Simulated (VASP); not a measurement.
# Pb (Im-3m) in VASP: a series of runs

The runs below take Pb through single point, with PBE, r2SCAN, PBE-based screened hybrid with 25 % exact exchange.

Everything below comes from runs of VASP 6.6.1. Logs are shortened: lines on timing, memory, paths and dates and some standing lists are left out, and cuts for length are marked.

**1. The cell of the first run**

Symmetry: Im-3m, No. 229, cubic system. The conventional cell has a = 3.676 Å, b = 3.676 Å, c = 3.676 Å, α = 90.00°, β = 90.00°, γ = 90.00°. Within 4.2 Å of Pb (site symmetry m-3m) lie 14 Pb at 3.18 to 3.68 Å.

This isn't the form of Pb at room conditions, which is fcc.

**2. Single point, PBE (24.83 Å³/atom)**

Input file INCAR:

```
ALGO = Normal
EDIFF = 1E-6
ENCUT = 500
GGA = PE
GGA_COMPAT = False
ISIF = 2
ISMEAR = 1
LASPH = True
LCHARG = False
LREAL = False
LWAVE = False
NBANDS = 13
NELM = 120
PREC = Accurate
SIGMA = 0.025
```

Input file KPOINTS:

```
k-points
0
Gamma
  9 9 9
```

Input file POSCAR:

```
Pb
1.0
   -1.8377531500      1.8377531500      1.8377531500
    1.8377531500     -1.8377531500      1.8377531500
    1.8377531500      1.8377531500     -1.8377531500
Pb
1
Direct
    0.0000000000      0.0000000000      0.0000000000
```

Potentials or basis: VASP PAW PBE potentials, release 64 (Pb_d).

Run with:

```bash
> cat potpaw_PBE.64/Pb_d/POTCAR > POTCAR
> mpirun -np 1 vasp_std > vasp.out
```

OUTCAR:

```text
EDIFF = 1E-6
   ENCUT = 500
   GGA = PE
   ISIF = 2
   ISMEAR = 1
   LASPH = True
   LREAL = False
   NELM = 120
   PREC = Accurate

 ion  position               nearest neighbor table
   1  0.000  0.000  0.000-

  LATTYP: Found a body centered cubic cell.
 ALAT       =     3.6755063000

  Lattice vectors:

 A1 = (  -1.8377531500,   1.8377531500,   1.8377531500)
 A2 = (   1.8377531500,  -1.8377531500,   1.8377531500)
 A3 = (   1.8377531500,   1.8377531500,  -1.8377531500)

Analysis of symmetry for initial positions (statically):
=====================================================================
 Subroutine PRICEL returns:
 Original cell was already a primitive cell.

 Routine SETGRP: Setting up the symmetry group for a
 body centered cubic supercell.

 Subroutine GETGRP returns: Found 48 space group operations
 (whereof 48 operations were pure point group operations)
 out of a pool of 48 trial point group operations.

The static configuration has the point symmetry O_h .

Analysis of symmetry for dynamics (positions and initial velocities):
=====================================================================
 Subroutine PRICEL returns:
 Original cell was already a primitive cell.

 Routine SETGRP: Setting up the symmetry group for a
 body centered cubic supercell.

 Subroutine GETGRP returns: Found 48 space group operations
 (whereof 48 operations were pure point group operations)
 out of a pool of 48 trial point group operations.

The dynamic configuration has the point symmetry O_h .

 Subroutine INISYM returns: Found 48 space group operations
 (whereof 48 operations are pure point group operations),
 and found     1 'primitive' translations

----------------------------------------------------------------------------------------

                                     Primitive cell

  volume of cell :      24.8268

  direct lattice vectors                    reciprocal lattice vectors
    -1.837753150  1.837753150  1.837753150     0.000000000  0.272071361  0.272071361
     1.837753150 -1.837753150  1.837753150     0.272071361  0.000000000  0.272071361
     1.837753150  1.837753150 -1.837753150     0.272071361  0.272071361  0.000000000

  length of vectors
     3.183081828  3.183081828  3.183081828     0.384767008  0.384767008  0.384767008

  position of ions in fractional coordinates (direct lattice)
     0.000000000  0.000000000  0.000000000

  ion indices of the primitive-cell ions
   primitive index   ion index
                 1           1

----------------------------------------------------------------------------------------

 KPOINTS: k-points

Automatic generation of k-mesh.
 Grid dimensions read from file:
 generate k-points for:    9    9    9

 Generating k-lattice:

  Cartesian coordinates                     Fractional coordinates (reciprocal lattice)
     0.000000000  0.030230151  0.030230151     0.111111111  0.000000000  0.000000000
     0.030230151  0.000000000  0.030230151     0.000000000  0.111111111  0.000000000
     0.030230151  0.030230151  0.000000000     0.000000000  0.000000000  0.111111111

  Length of vectors
     0.042751890  0.042751890  0.042751890

  Shift w.r.t. Gamma in fractional coordinates (k-lattice)
     0.000000000  0.000000000  0.000000000

 Subroutine IBZKPT returns following result:
 ===========================================

 Found     35 irreducible k-points:

 Following reciprocal coordinates:
            Coordinates               Weight
  0.000000  0.000000  0.000000      1.000000
  0.111111  0.000000  0.000000     12.000000
  0.222222  0.000000  0.000000     12.000000
  0.333333  0.000000  0.000000     12.000000
  0.444444  0.000000  0.000000     12.000000
  0.111111  0.111111  0.000000     24.000000
[... 16 lines left out ...]
 -0.333333  0.444444  0.111111     48.000000
 -0.444444 -0.444444  0.111111     24.000000
 [... further k-points ...]
   k-points           NKPTS =     35   k-points in BZ     NKDIM =     35   number of bands    NBANDS=     13
   number of dos      NEDOS =    301   number of ions     NIONS =      1
   total plane-waves  NPLWV =  13824
   dimension x,y,z NGX =    24 NGY =   24 NGZ =   24
   dimension x,y,z NGXF=    48 NGYF=   48 NGZF=   48
   ions per type =               1
   NGX,Y,Z   is equivalent  to a cutoff of  12.53, 12.53, 12.53 a.u.
   NGXF,Y,Z  is equivalent  to a cutoff of  25.07, 25.07, 25.07 a.u.
 SYSTEM =  unknown system
   PREC   = accura    normal or accurate (medium, high low for compatibility)
   ISTART =      0    job   : 0-new  1-cont  2-samecut
   ICHARG =      2    charge: 1-file 2-atom 10-const
   ISPIN  =      1    spin polarized calculation?
   LNONCOLLINEAR =      F non collinear calculations
   LSORBIT =      F    spin-orbit coupling
   LASPH  =      T    aspherical Exc in radial PAW
   ENCUT  =  500.0 eV  36.75 Ry    6.06 a.u.   5.80  5.80  5.80*2*pi/ulx,y,z
   NELM   =    120;   NELMIN=  2; NELMDL= -5     # of ELM steps
   EDIFF  = 0.1E-05   stopping-criterion for ELM
   LREAL  =      F    real-space projection
   EDIFFG = 0.1E-04   stopping-criterion for IOM
   NSW    =      0    number of steps for IOM
   IBRION =     -1    ionic relax: 0-MD 1-quasi-New 2-CG
   NFREE  =      0    steps in history (QN), initial steepest desc. (CG)
   ISIF   =      2    stress and relaxation
   ISYM   =      2    0-nonsym 1-usesym 2-fastsym
   POTIM  = 0.5000    time-step for ionic-motion
   TEBEG  =    0.0;   TEEND  =   0.0 temperature during run
   PSTRESS=    0.0 pullay stress
   NELECT =      14.0000    total number of electrons
   NUPDOWN=      -1.0000    fix difference up-down
   EMIN   =  10.00;   EMAX   =-10.00  energy-range for DOS
   EFERMI =   0.00;   METHOD = LEGACY
   ISMEAR =     1;   SIGMA  =   0.03  broadening in eV -4-tet -1-fermi 0-gaus
   EFERMI_NEDOS =   21; number of points for ismear=-14 and -15
   IALGO  =     38    algorithm
   IMIX   =      4    mixing-type and parameters
     AMIX     =   0.40;   BMIX     =  1.00
     AMIX_MAG =   1.60;   BMIX_MAG =  1.00
  volume/ion in A,a.u.               =      24.83       167.54
  Fermi-wavevector in a.u.,A,eV,Ry     =   1.352520  2.555892 24.889275  1.829310
  Thomas-Fermi vector in A             =   2.479852
   LORBIT       =      0    0 simple, 1 ext, 2 COOP (PROOUT), +10 PAW based schemes
   GGA     = PE    functional components
   LHFCALC =     F    Hartree Fock is set to
   AEXX    =    0.0000 exact exchange contribution
   IVDW    =     0    specifies the selected vdW correction
   LEPSILON=     F    determine dielectric tensor
   LRPA    =     F    only Hartree local field effects (RPA)
 non-spin polarized calculation
 Methfessel and Paxton  Order N= 1 SIGMA  =   0.03
  energy-cutoff  :      500.00
  volume of cell :       24.83
 maximum number of plane-waves:       643
   NGX = 11   NGY = 11   NGZ = 11

 number of electron      14.0000006 magnetization

 Free energy of the ion-electron system (eV)
  ---------------------------------------------------
  ext. energy  EPLUGINS =         0.00000000
  ---------------------------------------------------
  free energy    TOTEN  =        -3.21073536 eV

  energy without entropy =       -3.21054614  energy(sigma->0) =       -3.21067228

 E-fermi :   9.8045     XC(G=0): -11.1913

 val. band max:        9.5794437014   @ k =   0.3333   0.2222   0.0000
 cond. band min:       9.8108322534   @ k =   0.2222   0.2222   0.1111
 fundamental gap:      0.2313885520
 Fermi energy:         9.8044533672

 k-point     1 :       0.0000    0.0000    0.0000
  band No.  band energies     occupation
      1      -7.6388      2.00000
      2      -7.6388      2.00000
      3      -7.6388      2.00000
      4      -7.2255      2.00000
      5      -7.2255      2.00000
      6      -3.5354      2.00000
      7      19.3948      0.00000
      8      19.3948      0.00000
      9      19.3948      0.00000
     10      21.0965      0.00000
     11      21.0965      0.00000
     12      21.0965      0.00000
     13      24.9659      0.00000

 k-point     2 :       0.1111    0.0000    0.0000
  band No.  band energies     occupation
      1      -7.6578      2.00000
      2      -7.6219      2.00000
      3      -7.5647      2.00000
      4      -7.2457      2.00000
      5      -7.2264      2.00000
      6      -3.2273      2.00000
      7      16.6381      0.00000
      8      18.3294      0.00000
      9      18.7335      0.00000
     10      20.2900      0.00000
     11      20.8286      0.00000
     12      21.1499      0.00000
     13      25.1160      0.00000

 k-point     3 :       0.2222    0.0000    0.0000
  band No.  band energies     occupation
      1      -7.7054      2.00000
      2      -7.6068      2.00000
      3      -7.3718      2.00000
      4      -7.2798      2.00000
      5      -7.2284      2.00000
      6      -2.2882      2.00000
      7      12.4142      0.00000
      8      16.4617      0.00000
      9      17.3445      0.00000
     10      19.4478      0.00000
     11      20.3549      0.00000
     12      22.0463      0.00000
     13      25.1667      0.00000

 k-point     4 :       0.3333    0.0000    0.0000
  band No.  band energies     occupation
      1      -7.7591      2.00000
      2      -7.6448      2.00000
      3      -7.2768      2.00000
      4      -7.2299      2.00000
      5      -7.1424      2.00000
      6      -0.7262      2.00000
      7       8.5019      2.00000
      8      14.8911      0.00000
      9      16.1873      0.00000
     10      18.9153      0.00000
     11      19.9856      0.00000
     12      23.6062      0.00000
     13      25.2554      0.00000

 k-point     5 :       0.4444    0.0000    0.0000
  band No.  band energies     occupation
      1      -7.7937      2.00000
      2      -7.6939      2.00000
      3      -7.2559      2.00000
      4      -7.2305      2.00000
      5      -6.9862      2.00000
      6       1.2299      2.00000
      7       5.3467      2.00000
      8      14.0191      0.00000
      9      15.5665      0.00000
     10      18.6767      0.00000
     11      19.7966      0.00000
     12      25.2745      0.00000
     13      25.3412      0.00000

 k-point     6 :       0.1111    0.1111    0.0000
  band No.  band energies     occupation
      1      -7.6693      2.00000
      2      -7.6202      2.00000
      3      -7.4364      2.00000
      4      -7.2752      2.00000
      5      -7.2287      2.00000
      6      -2.6025      2.00000
      7      13.9967      0.00000
      8      15.8913      0.00000
      9      17.4272      0.00000
     10      20.6746      0.00000
     11      20.7989      0.00000
     12      21.8887      0.00000
     13      25.3020      0.00000

 k-point     7 :       0.2222    0.1111    0.0000
  band No.  band energies     occupation
      1      -7.7129      2.00000
      2      -7.6083      2.00000
      3      -7.2960      2.00000
      4      -7.2626      2.00000
      5      -7.2215      2.00000
      6      -1.3478      2.00000
      7      10.4050      0.00000
      8      13.8754      0.00000
      9      16.1157      0.00000
     10      20.1032      0.00000
     11      21.8056      0.00000
     12      22.1200      0.00000
     13      26.4184      0.00000
[... 193 lines left out ...]
 k-point    20 :      -0.3333    0.3333    0.1111
  band No.  band energies     occupation
      1      -7.6788      2.00000
      2      -7.5972      2.00000
      3      -7.3354      2.00000
      4      -7.2607      2.00000
      5      -7.1525      2.00000
      6      -0.4328      2.00000
      7       8.7668      2.00000
      8      13.9213      0.00000
      9      15.0464      0.00000
     10      19.8170      0.00000
     11      21.1433      0.00000
     12      21.2432      0.00000
     13      26.3792      0.00000

 k-point    21 :      -0.2222    0.3333    0.1111
  band No.  band energies     occupation
      1      -7.6201      2.00000
      2      -7.5274      2.00000
      3      -7.3677      2.00000
      4      -7.3042      2.00000
      5      -7.2222      2.00000
      6      -0.7453      2.00000
      7      10.3782      0.00000
      8      12.5255      0.00000
      9      15.8225      0.00000
     10      18.3739      0.00000
     11      20.8873      0.00000
     12      24.1204      0.00000
     13      25.7229      0.00000

 k-point    22 :      -0.4444    0.4444    0.1111
  band No.  band energies     occupation
      1      -7.7110      2.00000
      2      -7.6504      2.00000
      3      -7.3068      2.00000
      4      -7.2742      2.00000
      5      -6.9942      2.00000
      6       1.4856      2.00000
      7       5.6812      2.00000
      8      13.1088      0.00000
      9      14.5491      0.00000
     10      20.1612      0.00000
     11      20.9826      0.00000
     12      22.1417      0.00000
     13      24.1322      0.00000

 k-point    23 :      -0.3333    0.4444    0.1111
  band No.  band energies     occupation
      1      -7.6460      2.00000
      2      -7.5596      2.00000
      3      -7.3601      2.00000
      4      -7.2948      2.00000
      5      -7.0780      2.00000
      6       1.0068      2.00000
      7       7.4927      2.00000
      8      10.9780      0.00000
      9      15.4870      0.00000
     10      19.1712      0.00000
     11      20.5676      0.00000
     12      23.7620      0.00000
     13      24.4129      0.00000

 k-point    24 :      -0.4444   -0.4444    0.1111
  band No.  band energies     occupation
      1      -7.6604      2.00000
      2      -7.5779      2.00000
      3      -7.3801      2.00000
      4      -7.2652      2.00000
      5      -7.0125      2.00000
      6       2.3680      2.00000
      7       5.6473      2.00000
      8      10.5336      0.00000
      9      15.2894      0.00000
     10      19.7872      0.00000
     11      21.4076      0.00000
     12      21.6864      0.00000
     13      24.1747      0.00000

 [... further k-points ...]
[... 5 lines left out ...]
  --------------------------------------------------------------------------------------
  -------------------------------------------------------------------------------------
  Total        2.7156525      2.7156525      2.7156525      0.0000000     -0.0000000      0.0000000
  in kB      175.2521129    175.2521129    175.2521129      0.0000000     -0.0000000      0.0000000
  external PRESSURE =     175.2521129 kB  Pullay stress =       0.0000000 kB

 VOLUME and BASIS-vectors are now :
 -----------------------------------------------------------------------------
  energy-cutoff  :      500.00
  volume of cell :       24.83
      direct lattice vectors                 reciprocal lattice vectors
    -1.837753150  1.837753150  1.837753150     0.000000000  0.272071361  0.272071361
     1.837753150 -1.837753150  1.837753150     0.272071361  0.000000000  0.272071361
     1.837753150  1.837753150 -1.837753150     0.272071361  0.272071361  0.000000000

 POSITION                                       TOTAL-FORCE (eV/Angst)
 -----------------------------------------------------------------------------------
      0.00000      0.00000      0.00000         0.000000     -0.000000      0.000000
 -----------------------------------------------------------------------------------
    total drift:                                0.000000      0.000000      0.000000

  FREE ENERGIE OF THE ION-ELECTRON SYSTEM (eV)
  ---------------------------------------------------
  free  energy   TOTEN  =        -3.2107353552 eV

  energy  without entropy=       -3.2105461387  energy(sigma->0) =       -3.21067228
```

Wall time 4.2 s (1 thread of Intel Xeon Platinum 8488C (Sapphire Rapids), shared host); peak memory 0.14 GiB.

Results:

* Free energy: -3.2107 eV
* Pressure: 17.5 GPa
* Band gap on the k mesh: zero (bands 7 and 8 overlap by 12.26 eV)

Levels at points of the mesh, in eV from the Fermi level:
```tsv
k point	band 3	band 4	band 5	band 6	band 7	band 8	band 9	band 10	band 11	band 12
(0.00, 0.00, 0.00)	-17.44	-17.03	-17.03	-13.34	9.59	9.59	9.59	11.29	11.29	11.29
```

Caveat: the cell stands under pressure; spin-orbit coupling is left out, which moves the levels of the heavy elements.

**3. Single point, r2SCAN (32.27 Å³/atom)**

This run uses another cell than the first one, of 32.27 Å³/atom.

Input file POSCAR:

```
Pb
1.0
   -2.0057107050      2.0057107050      2.0057107050
    2.0057107050     -2.0057107050      2.0057107050
    2.0057107050      2.0057107050     -2.0057107050
Pb
1
Direct
    0.0000000000      0.0000000000      0.0000000000
```

Input file INCAR.step1:

```
PREC = Accurate ; ENCUT = 550
ISMEAR = -1 ; SIGMA = 0.01
LREAL = F ; LASPH = T
NELM = 120 ; NBANDS = 13
GGA = PE ; ALGO = Normal
EDIFF = 1E-5 ; LWAVE = T
LCHARG = F ; GGA_COMPAT = F
```

Input file INCAR.step2:

```
PREC = Accurate ; ENCUT = 550
EDIFF = 1E-6 ; ISMEAR = -1
SIGMA = 0.01 ; LREAL = F
LASPH = T ; NELM = 120
ALGO = Normal ; ISIF = 2
LWAVE = F ; LCHARG = F
METAGGA = R2SCAN ; LMIXTAU = T
NBANDS = 13 ; ISTART = 1
GGA_COMPAT = F
```

Input file KPOINTS:

```
Automatic mesh
0
Gamma
  9 9 9
```

Potentials or basis: VASP PAW PBE potentials, release 64 (Pb_d).

Run with:

```bash
> cat potpaw_PBE.64/Pb_d/POTCAR > POTCAR
> cp INCAR.step1 INCAR
> mpirun -np 1 vasp_std > vasp.out
> cp INCAR.step2 INCAR
> mpirun -np 1 vasp_std > vasp.out
```

Wall time 41 s (1 thread of Intel Xeon Platinum 8488C (Sapphire Rapids), shared host); peak memory 0.17 GiB.

The run converged. Its results:

```yaml
Free_energy: -56.2127 eV
Pressure: -2.1 GPa
Band_gap_on_the_k_mesh: zero (bands 7 and 8 overlap by 9.35 eV)
```

Levels at points of the mesh, in eV from the Fermi level:
| k point | band 4 | band 5 | band 6 | band 7 | band 8 | band 9 | band 10 | band 11 |
| --- | --- | --- | --- | --- | --- | --- | --- | --- |
| (0.00, 0.00, 0.00) | -17.63 | -17.63 | -11.97 | 7.28 | 7.28 | 7.28 | 11.69 | 11.69 |

Caveat: the PAW data sets were made with another functional, which shifts forces and pressure a little; spin-orbit coupling is left out, which moves the levels of the heavy elements.

(Continued in part 2 of 2.)
